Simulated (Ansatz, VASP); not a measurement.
## Two plane-wave programs on Se

File POSCAR:

```
Se
1.0
    4.3551700000      0.0000000000      0.0000000000
   -2.1775850000      3.7716878578      0.0000000000
    0.0000000000      0.0000000000      4.9494500000
Se
3
Direct
    0.7830000000      0.7830000000      0.5000000000
    0.0000000000      0.2170000000      0.8333333333
    0.2170000000      0.0000000000      0.1666666667
```

Contents of INCAR.step1:

```
PREC     = Accurate       # precision mode
ENCUT    = 520            # plane-wave cutoff, eV
EDIFF    = 1E-5           # SCF threshold, eV
ISMEAR   = -1             # smearing method
SIGMA    = 0.05           # smearing width, eV
LREAL    = F              # projectors in reciprocal space
LASPH    = T              # aspherical terms in the spheres
NELM     = 100            # most SCF steps
ALGO     = Normal         # electronic algorithm
ISIF     = 2              # what is computed and relaxed
LWAVE    = T              # write WAVECAR
GGA      = PE             # functional
NBANDS   = 16             # bands
```

File INCAR.step2:

```
PREC     = Accurate       # precision mode
ENCUT    = 520            # plane-wave cutoff, eV
EDIFF    = 1E-6           # SCF threshold, eV
ISMEAR   = -1             # smearing method
SIGMA    = 0.05           # smearing width, eV
LREAL    = F              # projectors in reciprocal space
LASPH    = T              # aspherical terms in the spheres
NELM     = 100            # most SCF steps
ALGO     = Normal         # electronic algorithm
ISIF     = 2              # what is computed and relaxed
LWAVE    = F              # write WAVECAR
LCHARG   = T              # write CHGCAR
METAGGA  = R2SCAN         # meta-GGA
LHFCALC  = T              # exact exchange
AEXX     = 0.25           # exact-exchange fraction
LMIXTAU  = T            
PRECFOCK = Normal       
LELF     = T              # ELF
LVHAR    = T            
ISTART   = 1            
NBANDS   = 16             # bands
```

File KPOINTS:

```
Automatic mesh
0
Gamma
  4 4 3
```

input.yaml

```yaml
crystal:
  lattice:
    - [4.35517, 0.0, 0.0]
    - [-2.177585, 3.7716878578, 0.0]
    - [0.0, 0.0, 4.94945]
  atoms:
    - { symbol: Se, position: [0.783, 0.783, 0.5] }
    - { symbol: Se, position: [0.0, 0.217, 0.8333333333] }
    - { symbol: Se, position: [0.217, 0.0, 0.1666666667] }
hamiltonian:
  xc: r2scan0
  pseudopotentials: { kind: paw }
kpoints:
  mp_grid: { grid: [4, 4, 3] }
scf:
  occupations: { method: fermi_dirac, width: 0.05 }
  n_extra_bands: 7
output:
  forces: true
  stress: true
  eigenvalues: true
  dos: { projected: true, de: 0.05 }
```

Alike in both runs: functional r2SCAN0; k mesh 4 × 4 × 3; occupations fermi-dirac, width 0.05 eV; no spin polarisation.

|  | VASP | Ansatz |
| --- | --- | --- |
| version | VASP 6.6.1 | Ansatz 0.2.0 |
| potentials or method | VASP PAW PBE potentials, release 64 (Se) | Ansatz PAW |
| plane-wave cutoff (eV) | 520 | 500 |
| valence electrons in the cell | 18 | 48 |
| task | single point | projected density of states |

```csv
,VASP,Ansatz,Ansatz less VASP
gap on the k mesh at the Fermi level (eV),3.46,3.43,-0.029
least direct gap on the mesh (eV),3.73,3.70,-0.027
pressure (GPa),2.3,2.6,+0.36
"traceless stress, the component that is largest in VASP (GPa)",-0.41,-0.29,+0.128
rms of the force components (eV/Å),0.206,0.230,+0.0237
```

VASP's potentials were made for PBE, not for r2SCAN0. Atom by atom the forces differ by 0.024 eV/Å (rms over components). The functional is the same, so the differences come from potentials, cutoffs and numerics. VASP's potentials hold 18 valence electrons a cell and Ansatz's 48, so a difference there can come from the potentials and not from the codes.

The k mesh is coarse, so the values compare programs but aren't converged. Noted on Ansatz's run: odd divisions of the mesh miss points on the zone boundary, where band edges often lie, so the gap on the mesh can be too wide.
